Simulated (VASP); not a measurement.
A run of VASP 6.6.1 is set up as follows.

INCAR

```
SYSTEM = Nb
  PREC = Accurate
  ENCUT = 520
  EDIFF = 1E-6
  ISMEAR = -1
  SIGMA = 0.1
  LREAL = .False.
  LASPH = .True.
  NELM = 100
  ALGO = Normal
  ISIF = 2
  LWAVE = .False.
  LCHARG = .False.
  GGA = RE
  NBANDS = 12
```

KPOINTS

```
Automatic mesh
0
Gamma
  14 14 14
  0 0 0
```

File POSCAR:

```
Nb
1.0
    0.0000000000      2.2007442374      2.2007442374
    2.2007442374      0.0000000000      2.2007442374
    2.2007442374      2.2007442374      0.0000000000
Nb
1
Direct
    0.0000000000      0.0000000000      0.0000000000
```

Potentials or basis: VASP PAW PBE potentials, release 64 (Nb_sv).

Launch:

```console
$ cat potpaw_PBE.64/Nb_sv/POTCAR > POTCAR
$ mpirun -np 1 vasp_std > vasp.out
```

What does it give for the pressure?

-14.8 GPa.

Caveat: the PAW data sets were made with another functional, which shifts forces and pressure a little.
